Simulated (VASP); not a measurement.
# CoO (I4/mmm) in VASP: notebook

CoO is run at these levels: PBEsol; tasks: single point.

Everything below comes from runs of VASP 6.6.1. Logs are shortened: lines on timing, memory, paths and dates and some standing lists are left out, and cuts for length are marked.

**1. The cell of the first run**

Symmetry: I4/mmm, No. 139, tetragonal system. Conventional cell: a = 2.946 Å, b = 2.946 Å, c = 4.292 Å, α = 90.00°, β = 90.00°, γ = 90.00°. Within 2.8 Å of Co (site symmetry 4/mmm) lie 6 O at 2.08 to 2.15 Å. Within 2.8 Å of O (site symmetry 4/mmm) lie 6 Co at 2.08 to 2.15 Å.

**2. Single point, PBEsol, collinear spin, ferromagnetic start (strain +0.000 along x and y, +0.030 along z)**

Input file INCAR:

```
SYSTEM = CoO
PREC = Accurate ; ENCUT = 520
EDIFF = 1E-7 ; ISMEAR = 0
SIGMA = 0.15 ; LREAL = .False.
LASPH = .True. ; NELM = 150
ALGO = Fast ; ISIF = 2
LWAVE = .False. ; LCHARG = .False.
ISPIN = 2 ; MAGMOM = 2.57 0.32
LORBIT = 11 ; LMAXMIX = 4
GGA = PS ; NBANDS = 18
```

Input file KPOINTS:

```
regular mesh
0
Gamma
  24 24 24
  0 0 0
```

Input file POSCAR:

```
CoO
1.0
    0.0000000000      2.0834561500      2.1459598345
    2.0834561500      0.0000000000      2.1459598345
    2.0834561500      2.0834561500      0.0000000000
Co O
1 1
Direct
    0.0000000000      0.0000000000      0.0000000000
    0.5000000000      0.5000000000      0.5000000000
```

Potentials or basis: VASP PAW PBE potentials, release 64 (Co, O).

Launch:

```bash
cat potpaw_PBE.64/Co/POTCAR potpaw_PBE.64/O/POTCAR > POTCAR
mpirun -np 1 vasp_std > vasp.out
```

OUTCAR:

```text
SYSTEM = CoO
   PREC = Accurate
   ENCUT = 520
   EDIFF = 1E-7
   ISMEAR = 0
   LREAL = .False.
   LASPH = .True.
   NELM = 150
   ISIF = 2
   ISPIN = 2
   LORBIT = 11
   GGA = PS

 ion  position               nearest neighbor table
   1  0.000  0.000  0.000-   2 2.08   2 2.08   2 2.08   2 2.08   2 2.15   2 2.15
   2  0.500  0.500  0.500-   1 2.08   1 2.08   1 2.08   1 2.08   1 2.15   1 2.15

  LATTYP: Found a body centered tetragonal cell.
 ALAT       =     2.9464519439
 C/A-ratio  =     1.4566399692

  Lattice vectors:

 A1 = (  -2.0834561500,   0.0000000000,   2.1459598345)
 A2 = (   2.0834561500,   0.0000000000,   2.1459598345)
 A3 = (   0.0000000000,   2.0834561500,  -2.1459598345)

Analysis of symmetry for initial positions (statically):
=====================================================================
 Subroutine PRICEL returns:
 Original cell was already a primitive cell.

 Routine SETGRP: Setting up the symmetry group for a
 body centered tetragonal supercell.

 Subroutine GETGRP returns: Found 16 space group operations
 (whereof 16 operations were pure point group operations)
 out of a pool of 16 trial point group operations.

The static configuration has the point symmetry D_4h.

Analysis of symmetry for dynamics (positions and initial velocities):
=====================================================================
 Subroutine PRICEL returns:
 Original cell was already a primitive cell.

 Routine SETGRP: Setting up the symmetry group for a
 body centered tetragonal supercell.

 Subroutine GETGRP returns: Found 16 space group operations
 (whereof 16 operations were pure point group operations)
 out of a pool of 16 trial point group operations.

The dynamic configuration has the point symmetry D_4h.

Analysis of structural, dynamic, and magnetic symmetry:
=====================================================================
 Subroutine PRICEL returns:
 Original cell was already a primitive cell.

 Routine SETGRP: Setting up the symmetry group for a
 body centered tetragonal supercell.

 Subroutine GETGRP returns: Found 16 space group operations
 (whereof 16 operations were pure point group operations)
 out of a pool of 16 trial point group operations.

The overall configuration has the point symmetry D_4h.

 Subroutine INISYM returns: Found 16 space group operations
 (whereof 16 operations are pure point group operations),
 and found     1 'primitive' translations

----------------------------------------------------------------------------------------

                                     Primitive cell

  volume of cell :      18.6303

  direct lattice vectors                    reciprocal lattice vectors
     0.000000000  2.083456150  2.145959835    -0.239985852  0.239985852  0.232995973
     2.083456150  0.000000000  2.145959835     0.239985852 -0.239985852  0.232995973
     2.083456150  2.083456150  0.000000000     0.239985852  0.239985852 -0.232995973

  length of vectors
     2.990975282  2.990975282  2.946451944     0.411671644  0.411671644  0.411671644

  position of ions in fractional coordinates (direct lattice)
     0.000000000  0.000000000  0.000000000
     0.500000000  0.500000000  0.500000000

  ion indices of the primitive-cell ions
   primitive index   ion index
                 1           1
                 2           2

----------------------------------------------------------------------------------------

 KPOINTS: regular mesh

Automatic generation of k-mesh.
 Grid dimensions read from file:
 generate k-points for:   24   24   24

 Generating k-lattice:

  Cartesian coordinates                     Fractional coordinates (reciprocal lattice)
    -0.009999411  0.009999411  0.009708166     0.041666667  0.000000000  0.000000000
     0.009999411 -0.009999411  0.009708166     0.000000000  0.041666667  0.000000000
     0.009999411  0.009999411 -0.009708166     0.000000000  0.000000000  0.041666667

  Length of vectors
     0.017152985  0.017152985  0.017152985

  Shift w.r.t. Gamma in fractional coordinates (k-lattice)
     0.000000000  0.000000000  0.000000000

 Subroutine IBZKPT returns following result:
 ===========================================

 Found   1063 irreducible k-points:

 Following reciprocal coordinates:
            Coordinates               Weight
  0.000000  0.000000  0.000000      1.000000
  0.041667  0.000000  0.000000      8.000000
  0.083333  0.000000  0.000000      8.000000
  0.125000  0.000000  0.000000      8.000000
  0.166667  0.000000  0.000000      8.000000
  0.208333  0.000000  0.000000      8.000000
[... 16 lines left out ...]
  0.416667  0.041667  0.000000      8.000000
  0.458333  0.041667  0.000000      8.000000
 [... further k-points ...]
   k-points           NKPTS =   1063   k-points in BZ     NKDIM =   1063   number of bands    NBANDS=     18
   number of dos      NEDOS =    301   number of ions     NIONS =      2
   total plane-waves  NPLWV =  13824
   dimension x,y,z NGX =    24 NGY =   24 NGZ =   24
   dimension x,y,z NGXF=    48 NGYF=   48 NGZF=   48
   ions per type =               1   1
   NGX,Y,Z   is equivalent  to a cutoff of  13.34, 13.34, 13.54 a.u.
   NGXF,Y,Z  is equivalent  to a cutoff of  26.68, 26.68, 27.08 a.u.
 SYSTEM =  CoO
   PREC   = accura    normal or accurate (medium, high low for compatibility)
   ISTART =      0    job   : 0-new  1-cont  2-samecut
   ICHARG =      2    charge: 1-file 2-atom 10-const
   ISPIN  =      2    spin polarized calculation?
   LNONCOLLINEAR =      F non collinear calculations
   LSORBIT =      F    spin-orbit coupling
   LASPH  =      T    aspherical Exc in radial PAW
   ENCUT  =  520.0 eV  38.22 Ry    6.18 a.u.   5.56  5.56  5.48*2*pi/ulx,y,z
   NELM   =    150;   NELMIN=  2; NELMDL= -5     # of ELM steps
   EDIFF  = 0.1E-06   stopping-criterion for ELM
   LREAL  =      F    real-space projection
   EDIFFG = 0.1E-05   stopping-criterion for IOM
   NSW    =      0    number of steps for IOM
   IBRION =     -1    ionic relax: 0-MD 1-quasi-New 2-CG
   NFREE  =      0    steps in history (QN), initial steepest desc. (CG)
   ISIF   =      2    stress and relaxation
   ISYM   =      2    0-nonsym 1-usesym 2-fastsym
   POTIM  = 0.5000    time-step for ionic-motion
   TEBEG  =    0.0;   TEEND  =   0.0 temperature during run
   PSTRESS=    0.0 pullay stress
   NELECT =      15.0000    total number of electrons
   NUPDOWN=      -1.0000    fix difference up-down
   EMIN   =  10.00;   EMAX   =-10.00  energy-range for DOS
   EFERMI =   0.00;   METHOD = LEGACY
   ISMEAR =     0;   SIGMA  =   0.15  broadening in eV -4-tet -1-fermi 0-gaus
   EFERMI_NEDOS =   21; number of points for ismear=-14 and -15
   IALGO  =     68    algorithm
   IMIX   =      4    mixing-type and parameters
     AMIX     =   0.40;   BMIX     =  1.00
     AMIX_MAG =   1.60;   BMIX_MAG =  1.00
  volume/ion in A,a.u.               =       9.32        62.86
  Fermi-wavevector in a.u.,A,eV,Ry     =   1.522995  2.878043 31.558901  2.319514
  Thomas-Fermi vector in A             =   2.631499
   LORBIT       =     11    0 simple, 1 ext, 2 COOP (PROOUT), +10 PAW based schemes
   GGA     = PS    functional components
   LHFCALC =     F    Hartree Fock is set to
   AEXX    =    0.0000 exact exchange contribution
   IVDW    =     0    specifies the selected vdW correction
   LEPSILON=     F    determine dielectric tensor
   LRPA    =     F    only Hartree local field effects (RPA)
 spin polarized calculation
 RMM-DIIS sequential band-by-band and
 Gauss-broadening in eV      SIGMA  =   0.15
  energy-cutoff  :      520.00
  volume of cell :       18.63
 maximum number of plane-waves:       532
   NGX = 11   NGY = 11   NGZ = 11

 number of electron      15.0000000 magnetization       2.8087478

 Free energy of the ion-electron system (eV)
  ---------------------------------------------------
  ext. energy  EPLUGINS =         0.00000000
  ---------------------------------------------------
  free energy    TOTEN  =       -14.00103132 eV

  energy without entropy =      -13.95444085  energy(sigma->0) =      -13.97773608

 E-fermi :   8.3483     XC(G=0): -12.8716

 val. band max:        8.3480069036   @ k =  -0.3750   0.0417   0.0000
 cond. band min:       8.3483858982   @ k =   0.5000   0.0833   0.2917
 fundamental gap:      0.0003789946
 Fermi energy:         8.3482789429

 spin component 1

 k-point     1 :       0.0000    0.0000    0.0000
  band No.  band energies     occupation
      1     -12.2402      1.00000
      2       4.9204      1.00000
      3       4.9204      1.00000
      4       5.0008      1.00000
      5       5.0651      1.00000
      6       5.0726      1.00000
[... 10 lines left out ...]
     17      30.6664      0.00000
     18      32.9240      0.00000
[... 463 lines left out ...]
 k-point    24 :       0.4583    0.0417    0.0000
  band No.  band energies     occupation
      1     -10.9262      1.00000
      2      -0.1178      1.00000
      3       2.0761      1.00000
      4       2.1030      1.00000
      5       5.9312      1.00000
      6       6.0196      1.00000
[... 10 lines left out ...]
     17      34.2195      0.00000
     18      36.1508      0.00000

 [... further k-points ...]

 spin component 2

 k-point     1 :       0.0000    0.0000    0.0000
  band No.  band energies     occupation
      1     -11.7436      1.00000
      2       5.4665      1.00000
      3       5.4665      1.00000
      4       5.6003      1.00000
      5       7.0611      1.00000
      6       7.2093      1.00000
[... 10 lines left out ...]
     17      31.5919      0.00000
     18      33.7580      0.00000
[... 463 lines left out ...]
 k-point    24 :       0.4583    0.0417    0.0000
  band No.  band energies     occupation
      1     -10.3932      1.00000
      2       0.4412      1.00000
      3       3.3423      1.00000
      4       3.3648      1.00000
      5       8.1655      0.95760
      6       8.1747      0.94918
[... 10 lines left out ...]
     17      34.5911      0.00000
     18      36.6059      0.00000

 [... further k-points ...]
[... 5 lines left out ...]
  --------------------------------------------------------------------------------------
  -------------------------------------------------------------------------------------
  Total       -0.5868761     -0.5868761     -0.6693855      0.0000000     -0.0000000      0.0000000
  in kB      -50.4703954    -50.4703954    -57.5660671      0.0000000     -0.0000000      0.0000000
  external PRESSURE =     -52.8356193 kB  Pullay stress =       0.0000000 kB

 VOLUME and BASIS-vectors are now :
 -----------------------------------------------------------------------------
  energy-cutoff  :      520.00
  volume of cell :       18.63
      direct lattice vectors                 reciprocal lattice vectors
     0.000000000  2.083456150  2.145959835    -0.239985852  0.239985852  0.232995973
     2.083456150  0.000000000  2.145959835     0.239985852 -0.239985852  0.232995973
     2.083456150  2.083456150  0.000000000     0.239985852  0.239985852 -0.232995973

 POSITION                                       TOTAL-FORCE (eV/Angst)
 -----------------------------------------------------------------------------------
      0.00000      0.00000      0.00000         0.000000     -0.000000     -0.000000
      2.08346      2.08346      2.14596        -0.000000      0.000000      0.000000
 -----------------------------------------------------------------------------------
    total drift:                                0.000000     -0.000000     -0.000000

  FREE ENERGIE OF THE ION-ELECTRON SYSTEM (eV)
  ---------------------------------------------------
  free  energy   TOTEN  =       -14.0010313168 eV

  energy  without entropy=      -13.9544408500  energy(sigma->0) =      -13.97773608

 total charge

# of ion       s       p       d       tot
------------------------------------------
    1        0.308   0.387   7.181   7.875
    2        1.551   3.414   0.000   4.965
--------------------------------------------------
tot          1.860   3.800   7.181  12.841

 magnetization (x)

# of ion       s       p       d       tot
------------------------------------------
    1        0.021   0.018   2.434   2.472
    2        0.030   0.257   0.000   0.287
--------------------------------------------------
tot          0.050   0.275   2.434   2.759
```

Wall time 12 min (1 thread of Oxide Virtual Turin-like, shared host); peak memory 0.58 GiB.

What came out:

| Property | Result |
| --- | --- |
| Free energy | -14.0010 eV |
| Pressure | -5.3 GPa |
| Net moment | 2.81 μB per cell |
| Site moments | Co +2.47; O +0.29 μB |
| Valence electrons inside the program's atomic spheres | Co 7.88; O 4.96 |

Stress tensor (GPa, compression positive):
```
-5.05  0.00  0.00
 0.00 -5.05  0.00
 0.00  0.00 -5.76
```

Caveat: the cell differs from its parent crystal (strain +0.000 along x and y, +0.030 along z); the cell stands under tension; the PAW data sets were made with another functional, which shifts forces and pressure a little; a cell with one magnetic atom can't hold antiferromagnetic order, which such compounds often take; semilocal functionals often make such compounds metallic where correlation or magnetic order opens a gap, which also shifts bond lengths.

**3. Single point, PBEsol, collinear spin, ferromagnetic start (strain +0.030 along x and y, +0.000 along z)**

Input file INCAR:

```
SYSTEM = CoO
PREC = Accurate
ENCUT = 520
EDIFF = 1E-6
ISMEAR = 0
SIGMA = 0.15
LREAL = .False.
LASPH = .True.
NELM = 150
ALGO = Normal
ISIF = 2
LWAVE = .False.
LCHARG = .False.
ISPIN = 2
MAGMOM = 2.57 0.32
LORBIT = 11
LMAXMIX = 4
GGA = PS
NBANDS = 18
```

KPOINTS is that of step 2.

Input file POSCAR:

```
CoO
1.0
    0.0000000000      2.1459598345      2.0834561500
    2.1459598345      0.0000000000      2.0834561500
    2.1459598345      2.1459598345      0.0000000000
Co O
1 1
Direct
    0.0000000000      0.0000000000      0.0000000000
    0.5000000000      0.5000000000      0.5000000000
```

Potentials or basis: VASP PAW PBE potentials, release 64 (Co, O).

Launch:

```bash
cat potpaw_PBE.64/Co/POTCAR potpaw_PBE.64/O/POTCAR > POTCAR
mpirun -np 1 vasp_std > vasp.out
```

OUTCAR:

```text
SYSTEM = CoO
   PREC = Accurate
   ENCUT = 520
   EDIFF = 1E-6
   ISMEAR = 0
   LREAL = .False.
   LASPH = .True.
   NELM = 150
   ISIF = 2
   ISPIN = 2
   LORBIT = 11
   GGA = PS

 ion  position               nearest neighbor table
   1  0.000  0.000  0.000-   2 2.08   2 2.08   2 2.15   2 2.15   2 2.15   2 2.15
   2  0.500  0.500  0.500-   1 2.08   1 2.08   1 2.15   1 2.15   1 2.15   1 2.15

  LATTYP: Found a body centered tetragonal cell.
 ALAT       =     3.0348455023
 C/A-ratio  =     1.3730228761

  Lattice vectors:

 A1 = (   0.0000000000,  -2.1459598345,  -2.0834561500)
[... 1223 lines left out ...]

 VOLUME and BASIS-vectors are now :
 -----------------------------------------------------------------------------
  energy-cutoff  :      520.00
  volume of cell :       19.19
      direct lattice vectors                 reciprocal lattice vectors
     0.000000000  2.145959835  2.083456150    -0.232995973  0.232995973  0.239985852
     2.145959835  0.000000000  2.083456150     0.232995973 -0.232995973  0.239985852
     2.145959835  2.145959835  0.000000000     0.232995973  0.232995973 -0.239985852

 POSITION                                       TOTAL-FORCE (eV/Angst)
 -----------------------------------------------------------------------------------
      0.00000      0.00000      0.00000         0.000000     -0.000000      0.000000
      2.14596      2.14596      2.08346        -0.000000      0.000000      0.000000
 -----------------------------------------------------------------------------------
    total drift:                                0.000000     -0.000000     -0.000000

  FREE ENERGIE OF THE ION-ELECTRON SYSTEM (eV)
  ---------------------------------------------------
  free  energy   TOTEN  =       -13.9749793572 eV

  energy  without entropy=      -13.9285818233  energy(sigma->0) =      -13.95178059

 total charge

# of ion       s       p       d       tot
------------------------------------------
    1        0.300   0.367   7.153   7.819
    2        1.551   3.402   0.000   4.953
--------------------------------------------------
tot          1.851   3.768   7.153  12.772

 magnetization (x)

# of ion       s       p       d       tot
------------------------------------------
    1        0.020   0.018   2.497   2.534
    2        0.029   0.276   0.000   0.305
--------------------------------------------------
tot          0.049   0.294   2.497   2.840
```

Run time: 21 min. Hardware: 1 thread of Oxide Virtual Turin-like, shared host; peak memory 0.58 GiB.

Results:

```yaml
Free_energy: -13.9750 eV
Pressure: -9.9 GPa
Net_moment: 2.89 μB per cell
Site_moments: Co +2.53; O +0.30 μB
Valence_electrons_inside_the_program's_atomic_spheres: Co 7.82; O 4.95
```

Levels at points of the mesh, in eV from the Fermi level:
Spin up:
| k point | band 6 | band 7 | band 8 | band 9 | band 10 | band 11 | band 12 | band 13 |
| --- | --- | --- | --- | --- | --- | --- | --- | --- |
| (0.00, 0.00, 0.00) | -3.23 | -3.21 | -3.21 | -2.98 | 0.89 | 16.60 | 17.95 | 17.95 |
| (0.50, 0.00, 0.00) | -2.36 | -1.83 | 0.00 | 0.20 | 4.86 | 9.25 | 12.93 | 13.63 |
| (0.50, 0.50, 0.00) | -2.87 | -2.37 | -2.14 | -2.14 | 5.75 | 9.92 | 11.27 | 15.39 |
| (0.50, 0.00, 0.50) | -2.93 | -2.39 | -2.12 | -2.04 | 5.74 | 9.54 | 11.61 | 15.50 |
Spin down:
```tsv
k point	band 3	band 4	band 5	band 6	band 7	band 8	band 9	band 10
(0.00, 0.00, 0.00)	-2.62	-2.62	-1.16	-1.16	-1.04	-0.19	-0.14	1.47
(0.50, 0.00, 0.00)	-4.84	-4.75	-0.16	-0.08	0.19	2.49	2.65	5.17
(0.50, 0.50, 0.00)	-4.00	-4.00	-2.29	0.15	0.15	0.40	0.80	6.58
(0.50, 0.00, 0.50)	-4.04	-3.79	-2.29	0.11	0.18	0.29	0.83	6.58
```

Caveat: the cell differs from its parent crystal (strain +0.030 along x and y, +0.000 along z); the cell stands under tension; the PAW data sets were made with another functional, which shifts forces and pressure a little; a cell with one magnetic atom can't hold antiferromagnetic order, which such compounds often take; semilocal functionals often make such compounds metallic where correlation or magnetic order opens a gap, which also shifts bond lengths.
